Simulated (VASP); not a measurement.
# AlNi (Pm-3m) in VASP: a series of runs, part 2 of 2

VASP 6.6.1. The steps go on from the part before.

### 3 Relaxation of cell and atoms, PBEsol, target pressure 2 GPa, at which the enthalpy is minimised

Input file INCAR:

```
  ALGO = Normal
  EDIFF = 1E-6
  EDIFFG = -0.002
  ENCUT = 600
  GGA = PS
  IBRION = 2
  ISIF = 3
  ISMEAR = -1
  LASPH = True
  LCHARG = False
  LREAL = False
  LWAVE = False
  NELM = 100
  NSW = 100
  PREC = Accurate
  PSTRESS = 20.0
  SIGMA = 0.05
```

Input file KPOINTS:

```
k-points
0
Gamma
  16 16 16
```

Input file POSCAR:

```
AlNi
1.0
    2.8619580836      0.0000000000      0.0000000000
    0.0000000000      2.8619580836      0.0000000000
    0.0000000000      0.0000000000      2.8619580836
Al Ni
1 1
Direct
    0.0000000000      0.0000000000      0.0000000000
    0.5000000000      0.5000000000      0.5000000000
```

Potentials or basis: VASP PAW PBE potentials, release 64 (Al, Ni).

Run with:

```console
$ cat potpaw_PBE.64/Al/POTCAR potpaw_PBE.64/Ni/POTCAR > POTCAR
$ mpirun -np 1 vasp_std > vasp.out
```

OUTCAR:

```text
EDIFF = 1E-6
   EDIFFG = -0.002
   ENCUT = 600
   GGA = PS
   IBRION = 2
   ISIF = 3
   ISMEAR = -1
   LASPH = True
   LREAL = False
   NELM = 100
   NSW = 100
   PREC = Accurate
   PSTRESS = 20.0

 ion  position               nearest neighbor table
   1  0.000  0.000  0.000-   2 2.48   2 2.48   2 2.48   2 2.48   2 2.48   2 2.48   2 2.48   2 2.48

   2  0.500  0.500  0.500-   1 2.48   1 2.48   1 2.48   1 2.48   1 2.48   1 2.48   1 2.48   1 2.48

  LATTYP: Found a simple cubic cell.
 ALAT       =     2.8619580836

  Lattice vectors:

 A1 = (   2.8619580836,   0.0000000000,   0.0000000000)
 A2 = (   0.0000000000,   2.8619580836,   0.0000000000)
 A3 = (   0.0000000000,   0.0000000000,   2.8619580836)

Analysis of symmetry for initial positions (statically):
=====================================================================
 Subroutine PRICEL returns:
 Original cell was already a primitive cell.

 Routine SETGRP: Setting up the symmetry group for a
 simple cubic supercell.

 Subroutine GETGRP returns: Found 48 space group operations
 (whereof 48 operations were pure point group operations)
 out of a pool of 48 trial point group operations.

The static configuration has the point symmetry O_h .
[... 169 lines left out ...]
  -------------------------------------------------------------------------------------
  Total        0.0208228      0.0208228      0.0208228      0.0000000      0.0000000     -0.0000000
  in kB        1.4231777      1.4231777      1.4231777      0.0000000      0.0000000     -0.0000000
  external PRESSURE =     -18.5768223 kB  Pullay stress =      20.0000000 kB
[... 63 lines left out ...]
--------------------------------------- Ionic step        3  -------------------------------------------

 number of electron      13.0000005 magnetization

 Free energy of the ion-electron system (eV)
  ---------------------------------------------------
  ext. energy  EPLUGINS =         0.00000000
  ---------------------------------------------------
  free energy    TOTEN  =       -11.58843729 eV

  energy without entropy =      -11.58216058  energy(sigma->0) =      -11.58529893

 E-fermi :  10.3065     XC(G=0): -12.3147

 val. band max:       10.3057895137   @ k =   0.5000   0.4375   0.3125
 cond. band min:      10.3117700069   @ k =   0.3750   0.3125   0.1250
 fundamental gap:      0.0059804933
 Fermi energy:        10.3064815406

 k-point     1 :       0.0000    0.0000    0.0000
  band No.  band energies     occupation
      1      -1.0521      2.00000
      2       6.9196      2.00000
      3       6.9196      2.00000
      4       8.7003      2.00000
      5       8.7003      2.00000
      6       8.7003      2.00000
      7      15.9307      0.00000
      8      15.9307      0.00000
      9      15.9307      0.00000
     10      18.5494      0.00000
[... 287 lines left out ...]
 k-point    24 :       0.5000    0.1250    0.0000
  band No.  band energies     occupation
      1       3.4540      2.00000
      2       3.6354      2.00000
      3       7.4797      2.00000
      4       7.8958      2.00000
      5       7.9912      2.00000
      6       8.6882      2.00000
      7       9.6352      2.00000
      8      17.3675      0.00000
      9      18.3319      0.00000
     10      20.8966      0.00000

 [... further k-points ...]
[... 5 lines left out ...]
  --------------------------------------------------------------------------------------
  -------------------------------------------------------------------------------------
  Total        0.2902748      0.2902748      0.2902748      0.0000000     -0.0000000      0.0000000
  in kB       20.0505421     20.0505421     20.0505421      0.0000000     -0.0000000      0.0000000
  external PRESSURE =       0.0505421 kB  Pullay stress =      20.0000000 kB
[... 21 lines left out ...]
  energy  without entropy=      -11.5821605816  energy(sigma->0) =      -11.58529893

  enthalpy is  TOTEN    =       -11.2988942157 eV   P V=        0.2895430700

 reached required accuracy - stopping structural energy minimisation
```

CONTCAR:

```text
AlNi
   1.00000000000000
     2.8518800416325121    0.0000000000000000   -0.0000000000000000
     0.0000000000000000    2.8518800416325121   -0.0000000000000000
     0.0000000000000000    0.0000000000000000    2.8518800416325121
  Al              Ni
     1     1
Direct
     0.0000000000000000    0.0000000000000000    0.0000000000000000
     0.5000000000000000    0.5000000000000000    0.5000000000000000

  0.00000000E+00  0.00000000E+00  0.00000000E+00
  0.00000000E+00  0.00000000E+00  0.00000000E+00
```

It took 2.7 min on 1 thread of AMD EPYC 7R13, shared host; peak memory 0.16 GiB.

Results:

* Free energy: -11.5884 eV
* Relaxed volume: 11.60 Å³/atom
* Relaxed cell: a = 2.852 Å, b = 2.852 Å, c = 2.852 Å, α = 90.00°, β = 90.00°, γ = 90.00°
* Space group after relaxing (to 0.05 Å): Pm-3m (No. 221)
* Energy change on relaxing (the enthalpy is what falls): +0.8 meV/atom
* Ionic steps: 3
* Pressure after relaxing: 2.0 GPa

The path:
| step | energy change (eV) | largest force (eV/Å) | pressure (GPa) | volume (Å³) |
| --- | --- | --- | --- | --- |
| 1 | 0.0000 | 0.0000 | 0.14 | 23.44 |
| 2 | 0.0054 | 0.0000 | 3.72 | 22.98 |
| 3 | 0.0016 | 0.0000 | 2.01 | 23.19 |

Final structure:
```
Al Ni
1.0
     2.85188    0.00000    0.00000
     0.00000    2.85188    0.00000
     0.00000    0.00000    2.85188
Al Ni
1 1
Direct
  0.00000 0.00000 0.00000
  0.50000 0.50000 0.50000
```

Caveat: the cell is relaxed towards a set pressure, so the enthalpy falls and the energy may rise; the PAW data sets were made with another functional, which shifts forces and pressure a little.

### 4 Relaxation of cell and atoms, PBEsol, target pressure 4 GPa, at which the enthalpy is minimised

Input file INCAR:

```
SYSTEM = AlNi
PREC     = Accurate       ! precision mode
ENCUT    = 600            ! plane-wave cutoff, eV
EDIFF    = 1E-7           ! SCF threshold, eV
ISMEAR   = -1             ! smearing method
SIGMA    = 0.05           ! smearing width, eV
LREAL    = .FALSE.        ! projectors in reciprocal space
LASPH    = .TRUE.         ! aspherical terms in the spheres
NELM     = 100            ! most SCF steps
ALGO     = Normal         ! electronic algorithm
ISIF     = 3              ! what is computed and relaxed
LWAVE    = .FALSE.        ! write WAVECAR
LCHARG   = .FALSE.        ! write CHGCAR
GGA      = PS             ! functional
IBRION   = 2              ! ionic algorithm
NSW      = 100            ! ionic steps
EDIFFG   = -0.002         ! ionic threshold
PSTRESS  = 40.0
```

Input file KPOINTS:

```
regular mesh
0
G
  16 16 16
  0 0 0
```

POSCAR is that of step 3.

Run with:

```console
$ cat potpaw_PBE.64/Al/POTCAR potpaw_PBE.64/Ni/POTCAR > POTCAR
$ mpirun -np 1 vasp_std > vasp.out
```

It took 2.9 min on 1 thread of AMD EPYC 7R13, shared host; peak memory 0.16 GiB.

Results (log left out):

- Free energy: -11.5838 eV
- Relaxed volume: 11.47 Å³/atom
- Relaxed cell: a = 2.842 Å, b = 2.842 Å, c = 2.842 Å, α = 90.00°, β = 90.00°, γ = 90.00°
- Space group after relaxing (to 0.05 Å): Pm-3m (No. 221)
- Energy change on relaxing (the enthalpy is what falls): +3.1 meV/atom
- Ionic steps: 3
- Pressure after relaxing: 4.0 GPa

The path:
| step | energy change (eV) | largest force (eV/Å) | pressure (GPa) | volume (Å³) |
| --- | --- | --- | --- | --- |
| 1 | 0.0000 | 0.0000 | 0.13 | 23.44 |
| 2 | 0.0230 | 0.0000 | 7.92 | 22.50 |
| 3 | 0.0062 | 0.0000 | 4.00 | 22.95 |

Final structure:
```
CELL_PARAMETERS angstrom
2.84174 0.00000 0.00000
0.00000 2.84174 0.00000
0.00000 0.00000 2.84174
ATOMIC_POSITIONS crystal
Al 0.00000 0.00000 0.00000
Ni 0.50000 0.50000 0.50000
```

Levels at points of the mesh, in eV from the Fermi level:
```csv
k point,band 3,band 4,band 5,band 6,band 7,band 8,band 9,band 10
"(0.00, 0.00, 0.00)",-3.44,-1.63,-1.63,-1.63,5.67,5.67,5.67,8.28
"(0.50, 0.00, 0.00)",-2.93,-2.37,-2.37,-1.53,-0.67,8.34,10.19,10.19
"(0.50, 0.50, 0.00)",-2.99,-2.99,-2.20,-2.20,-1.07,1.54,2.70,12.75
"(0.50, 0.50, 0.50)",-4.31,-1.04,-1.04,1.94,1.94,1.94,4.09,4.66
```

Caveat: the cell is relaxed towards a set pressure, so the enthalpy falls and the energy may rise; the PAW data sets were made with another functional, which shifts forces and pressure a little. Spin polarisation is off, so any magnetic state and its effect on volume and gap are missing.

### 5 Summary

```tsv
cell	gap on the mesh (eV)	pressure (GPa)
relaxed to 1 GPa	none	1.0
relaxed to 2 GPa	none	2.0
relaxed to 4 GPa	none	4.0
```

Alike in all rows: task relaxation of cell and atoms; level PBEsol; potentials or basis VASP PAW PBE potentials, release 64 (Al, Ni); no spin polarisation; k mesh 16 × 16 × 16; cutoff (eV) 600; smearing fermi-dirac 0.05 eV.

Caveats: the cell is relaxed towards a set pressure, so the enthalpy falls and the energy may rise; the PAW data sets were made with another functional, which shifts forces and pressure a little.

Absolute energies hang on the potentials; compare differences alone.
